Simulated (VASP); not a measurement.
Wanted: the native input for a VASP 6.6.1 run.

```yaml
Task: single point
Functional: PBEsol
Potentials_or_basis: VASP PAW PBE potentials, release 64 (Zn, O_h)
Cutoff: 910 eV
k_mesh: 12 × 12 × 6
Occupations: gaussian, width 0.02 eV
Spin: no spin polarisation
Dipole_correction: no
Further_INCAR_settings: ALGO = Normal; EDIFF = 1e-06; NBANDS = 26
```

The structure of ZnO lies in POSCAR:

```
ZnO
1.0
    3.2304736098      0.0000000000      0.0000000000
   -1.6152368049      2.7976722123      0.0000000000
    0.0000000000      0.0000000000      5.0055125860
Zn O
2 2
Direct
    0.6666666667      0.3333333333      0.4946451986
    0.3333333333      0.6666666667     -0.0053548014
    0.6666666667      0.3333333333      0.8856648014
    0.3333333333      0.6666666667      0.3856648014
```

These files were run (other wordings do the same):

INCAR

```
SYSTEM = ZnO
PREC = Accurate ; ENCUT = 910
EDIFF = 1E-6 ; ISMEAR = 0
SIGMA = 0.02 ; LREAL = .FALSE.
LASPH = .TRUE. ; NELM = 120
ALGO = Normal ; ISIF = 2
LWAVE = .FALSE. ; LCHARG = .TRUE.
GGA = PS ; LELF = .TRUE.
LVHAR = .TRUE. ; NBANDS = 26
GGA_COMPAT = .FALSE.
```

KPOINTS

```
Automatic mesh
0
G
  12 12 6
  0 0 0
```

Potentials or basis: VASP PAW PBE potentials, release 64 (Zn, O_h).

Launch:

```bash
$ cat potpaw_PBE.64/Zn/POTCAR potpaw_PBE.64/O_h/POTCAR > POTCAR
$ mpirun -np 1 vasp_std > vasp.out
```

Results of the run:

```
Pressure               : 7.0 GPa
Largest force          : 0.006 eV/Å
Band gap on the k mesh : 0.80 eV
```

Caveat: the cutoff is under 1.25 times the usual one of these potentials, so pressure, stress and relaxed cells hold a basis-set (Pulay) error; the cell stands under pressure; the PAW data sets were made with another functional, which shifts forces and pressure a little.

Wall time 2.5 min on 1 thread of AMD EPYC 7R13 Processor (Zen 3), on a shared host, peak memory 0.3 GiB.
